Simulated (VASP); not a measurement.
# In5P6 in VASP: single point with PBE

Aim: the single point of In5P6 with PBE.

Everything below comes from runs of VASP 6.6.1. Logs are shortened: lines on timing, memory, paths and dates and some standing lists are left out, and cuts for length are marked.

## (1) The cell of the first run

The cell holds a slab with vacuum, 11 atoms: a = 4.214 Å, b = 4.214 Å, c = 29.900 Å, α = 90.00°, β = 90.00°, γ = 90.00°.

## (2) Single point, PBE

INCAR

```
SYSTEM = In5P6
  ALGO = Normal
  DIPOL = 0.5 0.5 0.500
  EDIFF = 1E-6
  ENCUT = 520
  GGA = PE
  IDIPOL = 3
  ISIF = 2
  ISMEAR = 0
  LASPH = .TRUE.
  LCHARG = .FALSE.
  LDIPOL = .TRUE.
  LREAL = .FALSE.
  LWAVE = .FALSE.
  NBANDS = 58
  NELM = 60
  PREC = Accurate
  SIGMA = 0.05
```

KPOINTS

```
k-points
0
G
  8 8 1
  0 0 0
```

POSCAR

```
In5P6
1.0
    4.2144047934      0.0000000000      0.0000000000
    0.0000000000      4.2144047934      0.0000000000
    0.0000000000      0.0000000000     29.9001710405
P In
6 5
Direct
    0.0000000000      0.5000000000      0.2508346855
    0.5000000000      0.0000000000      0.3505008113
    0.0000000000      0.5000000000      0.4501669371
    0.5000000000      0.0000000000      0.5498330629
    0.0000000000      0.5000000000      0.6494991887
    0.5000000000      0.0000000000      0.7491653145
    0.5000000000      0.5000000000      0.3006677484
    0.0000000000      0.0000000000      0.4003338742
    0.5000000000      0.5000000000      0.5000000000
    0.0000000000      0.0000000000      0.5996661258
    0.5000000000      0.5000000000      0.6993322516
```

Potentials or basis: VASP PAW PBE potentials, release 64 (P, In_d).

Launch:

```
$ cat potpaw_PBE.64/P/POTCAR potpaw_PBE.64/In_d/POTCAR > POTCAR
$ mpirun -np 1 vasp_std > vasp.out
```

OUTCAR:

```text
SYSTEM = In5P6
   EDIFF = 1E-6
   ENCUT = 520
   GGA = PE
   ISIF = 2
   ISMEAR = 0
   LASPH = .TRUE.
   LREAL = .FALSE.
   NELM = 60
   PREC = Accurate

 ion  position               nearest neighbor table
   1  0.000  0.500  0.251-   7 2.58   7 2.58
   2  0.500  0.000  0.351-   7 2.58   8 2.58   7 2.58   8 2.58
   3  0.000  0.500  0.450-   8 2.58   9 2.58   8 2.58   9 2.58
   4  0.500  0.000  0.550-   9 2.58  10 2.58   9 2.58  10 2.58
   5  0.000  0.500  0.649-  10 2.58  11 2.58  10 2.58  11 2.58
   6  0.500  0.000  0.749-  11 2.58  11 2.58
   7  0.500  0.500  0.301-   1 2.58   2 2.58   2 2.58   1 2.58
   8  0.000  0.000  0.400-   2 2.58   3 2.58   3 2.58   2 2.58
   9  0.500  0.500  0.500-   3 2.58   4 2.58   4 2.58   3 2.58
  10  0.000  0.000  0.600-   4 2.58   5 2.58   5 2.58   4 2.58
  11  0.500  0.500  0.699-   5 2.58   6 2.58   6 2.58   5 2.58

  LATTYP: Found a simple tetragonal cell.
 ALAT       =     4.2144047934
 C/A-ratio  =     7.0947553703

  Lattice vectors:

 A1 = (   4.2144047934,   0.0000000000,   0.0000000000)
 A2 = (   0.0000000000,   4.2144047934,   0.0000000000)
 A3 = (   0.0000000000,   0.0000000000,  29.9001710405)

Analysis of symmetry for initial positions (statically):
=====================================================================
 Subroutine PRICEL returns:
 Original cell was already a primitive cell.

 Routine SETGRP: Setting up the symmetry group for a
 simple tetragonal supercell.

 Subroutine GETGRP returns: Found  8 space group operations
 (whereof  8 operations were pure point group operations)
 out of a pool of 16 trial point group operations.

The static configuration has the point symmetry D_2d.

Analysis of symmetry for dynamics (positions and initial velocities):
=====================================================================
 Subroutine PRICEL returns:
 Original cell was already a primitive cell.

 Routine SETGRP: Setting up the symmetry group for a
 simple tetragonal supercell.

 Subroutine GETGRP returns: Found  8 space group operations
 (whereof  8 operations were pure point group operations)
 out of a pool of 16 trial point group operations.

The dynamic configuration has the point symmetry D_2d.

 Subroutine INISYM returns: Found  8 space group operations
 (whereof  8 operations are pure point group operations),
 and found     1 'primitive' translations

----------------------------------------------------------------------------------------

                                     Primitive cell

  volume of cell :     531.0631

  direct lattice vectors                    reciprocal lattice vectors
     4.214404793  0.000000000  0.000000000     0.237281431  0.000000000  0.000000000
     0.000000000  4.214404793  0.000000000     0.000000000  0.237281431  0.000000000
     0.000000000  0.000000000 29.900171040     0.000000000  0.000000000  0.033444625

  length of vectors
     4.214404793  4.214404793 29.900171040     0.237281431  0.237281431  0.033444625

  position of ions in fractional coordinates (direct lattice)
     0.000000000  0.500000000  0.250834686
     0.500000000  0.000000000  0.350500811
     0.000000000  0.500000000  0.450166937
     0.500000000  0.000000000  0.549833063
     0.000000000  0.500000000  0.649499189
     0.500000000  0.000000000  0.749165314
     0.500000000  0.500000000  0.300667748
     0.000000000  0.000000000  0.400333874
     0.500000000  0.500000000  0.500000000
     0.000000000  0.000000000  0.599666126
     0.500000000  0.500000000  0.699332252

  ion indices of the primitive-cell ions
   primitive index   ion index
                 1           1
                 2           2
                 3           3
                 4           4
                 5           5
                 6           6
                 7           7
                 8           8
                 9           9
                10          10
                11          11

----------------------------------------------------------------------------------------

 KPOINTS: k-points

Automatic generation of k-mesh.
 Grid dimensions read from file:
 generate k-points for:    8    8    1

 Generating k-lattice:

  Cartesian coordinates                     Fractional coordinates (reciprocal lattice)
     0.029660179  0.000000000  0.000000000     0.125000000  0.000000000  0.000000000
     0.000000000  0.029660179  0.000000000     0.000000000  0.125000000  0.000000000
     0.000000000  0.000000000  0.033444625     0.000000000  0.000000000  1.000000000

  Length of vectors
     0.029660179  0.029660179  0.033444625

  Shift w.r.t. Gamma in fractional coordinates (k-lattice)
     0.000000000  0.000000000  0.000000000

 Subroutine IBZKPT returns following result:
 ===========================================

 Found     15 irreducible k-points:

 Following reciprocal coordinates:
            Coordinates               Weight
  0.000000  0.000000  0.000000      1.000000
  0.125000  0.000000  0.000000      4.000000
  0.250000  0.000000  0.000000      4.000000
  0.375000  0.000000  0.000000      4.000000
  0.500000  0.000000  0.000000      2.000000
  0.125000  0.125000  0.000000      4.000000
  0.250000  0.125000  0.000000      8.000000
  0.375000  0.125000  0.000000      8.000000
  0.500000  0.125000  0.000000      4.000000
  0.250000  0.250000  0.000000      4.000000
  0.375000  0.250000  0.000000      8.000000
  0.500000  0.250000  0.000000      4.000000
  0.375000  0.375000  0.000000      4.000000
  0.500000  0.375000  0.000000      4.000000
  0.500000  0.500000  0.000000      1.000000
   k-points           NKPTS =     15   k-points in BZ     NKDIM =     15   number of bands    NBANDS=     58
   number of dos      NEDOS =    301   number of ions     NIONS =     11
   total plane-waves  NPLWV = 229376
   dimension x,y,z NGX =    32 NGY =   32 NGZ =  224
   dimension x,y,z NGXF=    64 NGYF=   64 NGZF=  448
   ions per type =               6   5
   NGX,Y,Z   is equivalent  to a cutoff of  12.62, 12.62, 12.45 a.u.
   NGXF,Y,Z  is equivalent  to a cutoff of  25.25, 25.25, 24.91 a.u.
 SYSTEM =  In5P6
   PREC   = accura    normal or accurate (medium, high low for compatibility)
   ISTART =      0    job   : 0-new  1-cont  2-samecut
   ICHARG =      2    charge: 1-file 2-atom 10-const
   ISPIN  =      1    spin polarized calculation?
   LNONCOLLINEAR =      F non collinear calculations
   LSORBIT =      F    spin-orbit coupling
   LASPH  =      T    aspherical Exc in radial PAW
   ENCUT  =  520.0 eV  38.22 Ry    6.18 a.u.   7.84  7.84 55.59*2*pi/ulx,y,z
   NELM   =     60;   NELMIN=  2; NELMDL= -5     # of ELM steps
   EDIFF  = 0.1E-05   stopping-criterion for ELM
   LREAL  =      F    real-space projection
   EDIFFG = 0.1E-04   stopping-criterion for IOM
   NSW    =      0    number of steps for IOM
   IBRION =     -1    ionic relax: 0-MD 1-quasi-New 2-CG
   NFREE  =      0    steps in history (QN), initial steepest desc. (CG)
   ISIF   =      2    stress and relaxation
   ISYM   =      2    0-nonsym 1-usesym 2-fastsym
   POTIM  = 0.5000    time-step for ionic-motion
   TEBEG  =    0.0;   TEEND  =   0.0 temperature during run
   PSTRESS=    0.0 pullay stress
   NELECT =      95.0000    total number of electrons
   NUPDOWN=      -1.0000    fix difference up-down
   EMIN   =  10.00;   EMAX   =-10.00  energy-range for DOS
   EFERMI =   0.00;   METHOD = LEGACY
   ISMEAR =     0;   SIGMA  =   0.05  broadening in eV -4-tet -1-fermi 0-gaus
   EFERMI_NEDOS =   21; number of points for ismear=-14 and -15
   IALGO  =     38    algorithm
   IMIX   =      4    mixing-type and parameters
     AMIX     =   0.40;   BMIX     =  1.00
     AMIX_MAG =   1.60;   BMIX_MAG =  1.00
  volume/ion in A,a.u.               =      48.28       325.80
  Fermi-wavevector in a.u.,A,eV,Ry     =   0.922431  1.743142 11.576916  0.850879
  Thomas-Fermi vector in A             =   2.047957
   LORBIT       =      0    0 simple, 1 ext, 2 COOP (PROOUT), +10 PAW based schemes
   GGA     = PE    functional components
   LHFCALC =     F    Hartree Fock is set to
   AEXX    =    0.0000 exact exchange contribution
   IVDW    =     0    specifies the selected vdW correction
   LEPSILON=     F    determine dielectric tensor
   LRPA    =     F    only Hartree local field effects (RPA)
 non-spin polarized calculation
 Gauss-broadening in eV      SIGMA  =   0.05
  energy-cutoff  :      520.00
  volume of cell :      531.06
 maximum number of plane-waves:     14352
 NGX is ok and might be reduce to    32
   NGX = 15   NGY = 15   NGZ =111

 dipolmoment           0.000000      0.000000      0.000000 electrons x Angstroem

 number of electron      95.0000042 magnetization

 dipolmoment           0.000000      0.000000     -0.000000 electrons x Angstroem

 Free energy of the ion-electron system (eV)
  ---------------------------------------------------
  ext. energy  EPLUGINS =         0.00000000
  ---------------------------------------------------
  free energy    TOTEN  =       -43.28577419 eV

  energy without entropy =      -43.27932483  energy(sigma->0) =      -43.28254951

 E-fermi :  -0.4487     XC(G=0):  -5.5015

 val. band max:       -0.4578016060   @ k =   0.1250   0.0000   0.0000
 cond. band min:      -0.4351757896   @ k =   0.1250   0.0000   0.0000
 fundamental gap:      0.0226258163
 Fermi energy:        -0.4486799521

 k-point     1 :       0.0000    0.0000    0.0000
  band No.  band energies     occupation
      1     -14.6994      2.00000
      2     -14.5790      2.00000
      3     -14.5607      2.00000
      4     -14.5607      2.00000
      5     -14.5506      2.00000
      6     -14.4883      2.00000
[... 50 lines left out ...]
     57       2.7425      0.00000
     58       3.1350      0.00000

 k-point     2 :       0.1250    0.0000    0.0000
  band No.  band energies     occupation
      1     -14.6936      2.00000
      2     -14.5887      2.00000
      3     -14.5596      2.00000
      4     -14.5550      2.00000
      5     -14.5453      2.00000
      6     -14.4858      2.00000
[... 50 lines left out ...]
     57       3.2188      0.00000
     58       3.5744      0.00000

 k-point     3 :       0.2500    0.0000    0.0000
  band No.  band energies     occupation
      1     -14.6815      2.00000
      2     -14.6119      2.00000
      3     -14.5569      2.00000
      4     -14.5445      2.00000
      5     -14.5334      2.00000
      6     -14.4866      2.00000
[... 667 lines left out ...]
      3     -14.5517      2.00000
      4     -14.5444      2.00000
      5     -14.5145      2.00000
      6     -14.4891      2.00000
[... 50 lines left out ...]
     57       3.3884      0.00000
     58       3.9585      0.00000

 k-point    15 :       0.5000    0.5000    0.0000
  band No.  band energies     occupation
      1     -14.7007      2.00000
      2     -14.7007      2.00000
      3     -14.5524      2.00000
      4     -14.5524      2.00000
      5     -14.5062      2.00000
      6     -14.4910      2.00000
[... 50 lines left out ...]
     57       3.2566      0.00000
     58       3.8411      0.00000

------------------------ aborting loop because EDIFF is reached ----------------------------------------

 vacuum level on the upper side and lower side of the slab       (xc-potential included)        -0.265        -0.265

  FORCE on cell =-STRESS in cart. coord.  units (eV):
  Direction    XX          YY          ZZ          XY          YZ          ZX
  --------------------------------------------------------------------------------------
  -------------------------------------------------------------------------------------
  Total       -2.4123243     -2.4123243      0.0063702      0.0000000     -0.0000000      0.0000000
  in kB       -7.2777997     -7.2777997      0.0192185      0.0000000     -0.0000000      0.0000000
  external PRESSURE =      -4.8454603 kB  Pullay stress =       0.0000000 kB

 VOLUME and BASIS-vectors are now :
 -----------------------------------------------------------------------------
  energy-cutoff  :      520.00
  volume of cell :      531.06
      direct lattice vectors                 reciprocal lattice vectors
     4.214404793  0.000000000  0.000000000     0.237281431  0.000000000  0.000000000
     0.000000000  4.214404793  0.000000000     0.000000000  0.237281431  0.000000000
     0.000000000  0.000000000 29.900171040     0.000000000  0.000000000  0.033444625

 POSITION                                       TOTAL-FORCE (eV/Angst)
 -----------------------------------------------------------------------------------
      0.00000      2.10720      7.50000        -0.000000      0.000000      0.144319
      2.10720      0.00000     10.48003        -0.000000      0.000000      0.301793
      0.00000      2.10720     13.46007        -0.000000      0.000000      0.039450
      2.10720      0.00000     16.44010        -0.000000      0.000000     -0.039450
      0.00000      2.10720     19.42014        -0.000000      0.000000     -0.301793
      2.10720      0.00000     22.40017        -0.000000      0.000000     -0.144319
      2.10720      2.10720      8.99002        -0.000000      0.000000     -0.347516
      0.00000      0.00000     11.97005        -0.000000      0.000000     -0.151126
      2.10720      2.10720     14.95009        -0.000000      0.000000      0.000000
      0.00000      0.00000     17.93012        -0.000000      0.000000      0.151126
      2.10720      2.10720     20.91015         0.000000     -0.000000      0.347516
 -----------------------------------------------------------------------------------
    total drift:                                0.000000      0.000000     -0.000000

  FREE ENERGIE OF THE ION-ELECTRON SYSTEM (eV)
  ---------------------------------------------------
  free  energy   TOTEN  =       -43.2857741936 eV

  energy  without entropy=      -43.2793248327  energy(sigma->0) =      -43.28254951

 vacuum level on the upper side and lower side of the slab         5.481         5.481
```

It took 6.6 min on 1 thread of Intel Xeon 6975P-C (Granite Rapids), shared host; peak memory 0.68 GiB.

Results:

- Free energy: -43.2858 eV
- Largest force: 0.348 eV/Å

Forces on the atoms (eV/Å):
```
P    0.000  0.000  0.144
P    0.000  0.000  0.302
P    0.000  0.000  0.039
P    0.000  0.000 -0.039
P    0.000  0.000 -0.302
P    0.000  0.000 -0.144
In   0.000  0.000 -0.348
In   0.000  0.000 -0.151
In   0.000  0.000  0.000
In   0.000  0.000  0.151
In   0.000  0.000  0.348
```

Levels at points of the mesh, in eV from the Fermi level:
```
           k point  band 45  band 46  band 47  band 48  band 49  band 50  band 51  band 52
(0.00, 0.00, 0.00)     0.04     0.04     0.21     0.78     0.78     1.48     2.01     2.25
(0.50, 0.00, 0.00)    -0.61    -0.33    -0.27    -0.18     0.91     1.90     1.97     2.70
(0.50, 0.50, 0.00)    -1.88    -0.64    -0.64    -0.49    -0.48     2.36     2.36     2.69
```

Caveat: spin-orbit coupling is left out, which moves the levels of the heavy elements.
